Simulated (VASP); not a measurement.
ZrN:

```
CELL_PARAMETERS angstrom
0.00000 2.27432 2.27432
2.27432 0.00000 2.27432
2.27432 2.27432 0.00000
ATOMIC_POSITIONS crystal
Zr 0.00000 0.00000 0.00000
N 0.50000 0.50000 0.50000
```

Base run:

```yaml
Program: VASP 6.6.1
Functional: PBE
Potentials_or_basis: VASP PAW PBE potentials, release 64 (Zr_sv, N)
Cutoff: 600 eV
k_mesh: 18 × 18 × 18
Occupations: gaussian, width 0.15 eV
Spin: collinear spin
Starting_moments: "[0.8, 0.0] μB"
Fixed_moment: 0.8 μB
```

Its results: pressure 12.4 GPa; site moments Zr +0.46; N +0.08 μB.

**Question.** The run is repeated on the same cell with these changes: fixed moment from 0.8 μB to 0.4 μB; moments at the start from [0.8, 0.0] to [0.4, 0.0]. What comes out?

**Answer.** Pressure 9.2 GPa; site moments Zr +0.23; N +0.04 μB.

Caveats: the cell stands under pressure; the total moment is fixed, so each spin has its own Fermi level and the state may be an excited one.
